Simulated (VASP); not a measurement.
Input of a VASP 6.6.1 run:

The input INCAR:

```
ALGO     = Normal         # electronic algorithm
EDIFF    = 1E-6           # SCF threshold, eV
ENCUT    = 520            # plane-wave cutoff, eV
GGA      = PE             # functional
ISIF     = 2              # what is computed and relaxed
ISMEAR   = 0              # smearing method
ISPIN    = 2              # spin polarisation
LASPH    = True           # aspherical terms in the spheres
LCHARG   = False          # write CHGCAR
LMAXMIX  = 4              # l up to which the mixer works
LORBIT   = 11             # projections on sites
LREAL    = False          # projectors in reciprocal space
LWAVE    = False          # write WAVECAR
MAGMOM   = 0 0 0 1 1 1    # initial moments
NBANDS   = 48             # bands
NELM     = 150            # most SCF steps
PREC     = Accurate       # precision mode
SIGMA    = 0.1            # smearing width, eV
```

Contents of KPOINTS:

```
k-points
0
Gamma
  6 6 1
```

The input POSCAR:

```
SrNb
1.0
    3.7874191524      0.0000000000      0.0000000000
   -1.8937095762      3.2800012008      0.0000000000
    0.0000000000      0.0000000000     15.8526189679
Sr Nb
3 3
Direct
    0.0000000000      0.0000000000      0.2302069192
    0.6666666667      0.3333333333      0.0000000000
    0.0000000000      0.0000000000      0.7697930808
    0.0000000000      0.0000000000      0.5000000000
    0.6666666667      0.3333333333      0.4012002355
    0.6666666667      0.3333333333      0.5987997645
```

Potentials or basis: VASP PAW PBE potentials, release 64 (Sr_sv, Nb_sv).

Launch:

```console
$ cat potpaw_PBE.64/Sr_sv/POTCAR potpaw_PBE.64/Nb_sv/POTCAR > POTCAR
$ mpirun -np 1 vasp_std > vasp.out
```

Task: Predict the pressure.

Result: -0.1 GPa.

Task: Estimate the site moments.

Result: Sr +0.07, +0.02 (each value once); Nb -0.01, +0.12 (each value once) μB.

Stress tensor (GPa, compression positive):
```
 0.04  0.00  0.00
 0.00  0.04  0.00
 0.00  0.00 -0.42
```

Caveat: the k points lie up to 0.40 Å⁻¹ apart; a moment this small can come from the mesh or the smearing.
